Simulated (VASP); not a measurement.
Here is a VASP 6.6.1 calculation.

Contents of INCAR:

```
SYSTEM = HfH2
PREC = Accurate
ENCUT = 520
EDIFF = 1E-6
ISMEAR = 0
SIGMA = 0.1
LREAL = .FALSE.
LASPH = .TRUE.
NELM = 100
ALGO = Normal
ISIF = 2
LWAVE = .FALSE.
LCHARG = .FALSE.
GGA = PS
NBANDS = 13
```

The input KPOINTS:

```
Automatic mesh
0
G
  16 16 16
  0 0 0
```

The input POSCAR:

```
HfH2
1.0
   -1.7390000000      1.7390000000      2.1805000000
    1.7390000000     -1.7390000000      2.1805000000
    1.7390000000      1.7390000000     -2.1805000000
Hf H
1 2
Direct
    0.0000000000      0.0000000000      0.0000000000
    0.7500000000      0.2500000000      0.5000000000
    0.2500000000      0.7500000000      0.5000000000
```

Potentials or basis: VASP PAW PBE potentials, release 64 (Hf_pv, H).

Launch:

```sh
$ cat potpaw_PBE.64/Hf_pv/POTCAR potpaw_PBE.64/H/POTCAR > POTCAR
$ mpirun -np 1 vasp_std > vasp.out
```

**Question.** What does it give for the band gap on the k mesh?

**Answer.** Zero (band 6 reaches 5.80 eV, above the bottom of band 7 at 4.75 eV).

**Question.** Predict the pressure.

**Answer.** -5.7 GPa.

Stress tensor (GPa, compression positive):
```
-5.31  0.00  0.00
 0.00 -5.31  0.00
 0.00  0.00 -6.44
```

Caveat: the PAW data sets were made with another functional, which shifts forces and pressure a little; spin-orbit coupling is left out, which moves the levels of the heavy elements.
